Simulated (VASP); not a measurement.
Write the native input for VASP 6.6.1 that does the following.

| Property | Result |
| --- | --- |
| Task | single point |
| Functional | r2SCAN |
| Potentials or basis | VASP PAW PBE potentials, release 64 (Ag, Br) |
| Cutoff | 550 eV |
| k mesh | 8 × 8 × 8 |
| Occupations | gaussian, width 0.01 eV |
| Spin | no spin polarisation |
| Dipole correction | no |
| Further INCAR settings | ALGO = Normal; EDIFF = 1e-06; NBANDS = 16 |

The system is AgBr.

```
Ag Br
1.0
     0.00000    2.89276    2.89276
     2.89276    0.00000    2.89276
     2.89276    2.89276    0.00000
Ag Br
1 1
Direct
  0.00000 0.00000 0.00000
  0.50000 0.50000 0.50000
```

One way to write it, as run:

POSCAR

```
AgBr
1.0
    0.0000000000      2.8927622981      2.8927622981
    2.8927622981      0.0000000000      2.8927622981
    2.8927622981      2.8927622981      0.0000000000
Ag Br
1 1
Direct
    0.0000000000      0.0000000000      0.0000000000
    0.5000000000      0.5000000000      0.5000000000
```

INCAR.step1

```
SYSTEM = AgBr
ALGO = Normal
EDIFF = 1E-5
ENCUT = 550
GGA = PE
GGA_COMPAT = .FALSE.
ISMEAR = 0
LASPH = .TRUE.
LCHARG = .FALSE.
LREAL = .FALSE.
LWAVE = .TRUE.
NBANDS = 16
NELM = 120
PREC = Accurate
SIGMA = 0.01
```

INCAR.step2

```
SYSTEM = AgBr
ALGO = Normal
EDIFF = 1E-6
ENCUT = 550
GGA_COMPAT = .FALSE.
ISIF = 2
ISMEAR = 0
ISTART = 1
LASPH = .TRUE.
LCHARG = .FALSE.
LMIXTAU = .TRUE.
LREAL = .FALSE.
LWAVE = .FALSE.
METAGGA = R2SCAN
NBANDS = 16
NELM = 120
PREC = Accurate
SIGMA = 0.01
```

KPOINTS

```
k-points
0
G
  8 8 8
  0 0 0
```

Potentials or basis: VASP PAW PBE potentials, release 64 (Ag, Br).

The run is started by

```bash
$ cat potpaw_PBE.64/Ag/POTCAR potpaw_PBE.64/Br/POTCAR > POTCAR
$ cp INCAR.step1 INCAR
$ mpirun -np 1 vasp_std > vasp.out
$ cp INCAR.step2 INCAR
$ mpirun -np 1 vasp_std > vasp.out
```

It gave:

* Pressure: -0.1 GPa
* Band gap on the k mesh: 1.25 eV (least direct gap 3.19 eV)

Caveat: the PAW data sets were made with another functional, which shifts forces and pressure a little.

Wall time 2 min on 1 thread of Intel Xeon 8259CL, with other jobs on the host, peak memory 0.2 GiB.
